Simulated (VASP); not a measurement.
Crystal: TiC (sol).

```
Ti C
1.0
     0.00000    2.16572    2.16572
     2.16572    0.00000    2.16572
     2.16572    2.16572    0.00000
Ti C
1 1
Direct
  0.00000 0.00000 0.00000
  0.50000 0.50000 0.50000
```

- Program: VASP 6.6.1
- Task: relaxation of cell and atoms
- Functional: PBEsol
- Potentials or basis: VASP PAW PBE potentials, release 64 (Ti_sv, C)
- Cutoff: 600 eV
- k mesh: 16 × 16 × 16
- Occupations: gaussian, width 0.1 eV
- Spin: no spin polarisation

At the start: pressure -6.6 GPa; volume 10.16 Å³/atom.

Q: Where does the relaxation end?

A: Over 6 steps the energy falls by 5.5 meV/atom and the volume is 9.90 Å³/atom (-2.6 %); space group Fm-3m (No. 225, to 0.05 Å).

The path:
| step | energy change (eV) | largest force (eV/Å) | pressure (GPa) | volume (Å³) |
| --- | --- | --- | --- | --- |
| 1 | 0.0000 | 0.0000 | -6.56 | 20.32 |
| 2 | 0.0094 | 0.0000 | 9.86 | 19.12 |
| 3 | -0.0109 | 0.0000 | -0.06 | 19.80 |
| 4 | -0.0109 | 0.0000 | 0.07 | 19.79 |
| 5 | -0.0109 | 0.0000 | -0.07 | 19.80 |
| 6 | -0.0109 | 0.0000 | 0.00 | 19.79 |

Final structure:
```
CELL_PARAMETERS angstrom
0.00000 2.14700 2.14700
2.14700 0.00000 2.14700
2.14700 2.14700 0.00000
ATOMIC_POSITIONS crystal
Ti 0.00000 0.00000 0.00000
C 0.50000 0.50000 0.50000
```

Caveat: the PAW data sets were made with another functional, which shifts forces and pressure a little.
